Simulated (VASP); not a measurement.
Here is a VASP 6.6.1 calculation.

File INCAR:

```
SYSTEM = HfN
PREC     = Accurate       ! precision mode
ENCUT    = 520            ! plane-wave cutoff, eV
EDIFF    = 1E-6           ! SCF threshold, eV
ISMEAR   = 0              ! smearing method
SIGMA    = 0.1            ! smearing width, eV
LREAL    = .False.        ! projectors in reciprocal space
LASPH    = .True.         ! aspherical terms in the spheres
NELM     = 60             ! most SCF steps
ALGO     = Normal         ! electronic algorithm
ISIF     = 2              ! what is computed and relaxed
LWAVE    = .False.        ! write WAVECAR
LCHARG   = .False.        ! write CHGCAR
GGA      = PS             ! functional
NBANDS   = 23             ! bands
```

KPOINTS

```
regular mesh
0
Gamma
  18 18 10
  0 0 0
```

File POSCAR:

```
HfN
1.0
    3.1521025032      0.0000000000      0.0000000000
   -1.5760512516      2.7298008431      0.0000000000
    0.0000000000      0.0000000000      5.1752984593
Hf N
2 2
Direct
    0.6666666666      0.3333333334      0.7500000000
    0.3333333334      0.6666666666      0.2500000000
    0.0000000000      0.0000000000      0.0000000000
    0.0000000000      0.0000000000      0.5000000000
```

Potentials or basis: VASP PAW PBE potentials, release 64 (Hf_pv, N).

Run with:

```sh
$ cat potpaw_PBE.64/Hf_pv/POTCAR potpaw_PBE.64/N/POTCAR > POTCAR
$ mpirun -np 1 vasp_std > vasp.out
```

Q: Estimate the band gap on the k mesh.

A: Zero (band 15 reaches 10.25 eV, above the bottom of band 16 at 7.63 eV).

Q: What does it give for the pressure?

A: 5.6 GPa.

Stress tensor (GPa, compression positive):
```
-2.20  0.00  0.00
 0.00 -2.20  0.00
 0.00  0.00 21.05
```

Caveat: the cell differs from its parent crystal (uniaxial strain along c: -4.0 %, then relaxed in part); the PAW data sets were made with another functional, which shifts forces and pressure a little; spin-orbit coupling is left out, which moves the levels of the heavy elements.
